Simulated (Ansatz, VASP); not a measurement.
## SnO2: VASP beside Ansatz

```
Sn O
1.0
     4.76872    0.00000    0.00000
     0.00000    4.76872    0.00000
     0.00000    0.00000    3.21137
Sn O
2 4
Cartesian
  0.0000 0.0000 -0.1612
  2.3844 2.3844 1.7669
  1.0378 1.8835 0.0925
  1.3466 4.2679 1.5132
  3.7309 2.8852 0.0925
  3.4222 0.5009 1.5132
```

Change from the starting cell: mode 4 frozen in at -0.598 Å and mode 5 at -0.161 Å (largest displacements).

Alike in both runs: task single point; functional PBEsol; k mesh 6 × 6 × 8; occupations gaussian, width 0.05 eV; no spin polarisation.

|  | VASP | Ansatz |
| --- | --- | --- |
| version | VASP 6.6.1 | Ansatz 0.2.0 |
| potentials or method | VASP PAW PBE potentials, release 64 (Sn_d, O), cutoff 520 eV | scalar-relativistic, plane waves, PAW |
| valence electrons in the cell | 52 | 52 |

```tsv
	VASP	Ansatz	Ansatz less VASP
gap on the k mesh at the Fermi level (eV)	0.29	0.31	+0.015
least direct gap on the mesh (eV)	0.29	0.31	+0.015
pressure (GPa)	-8.1	-8.6	-0.57
traceless stress, the component that is largest in VASP (GPa)	-3.72	-3.88	-0.162
rms of the force components (eV/Å)	1.088	1.099	+0.0107
```

VASP's potentials were made for PBE, not for PBEsol, and Ansatz warns of the same on its side. Atom by atom the forces differ by 0.017 eV/Å (rms over components).
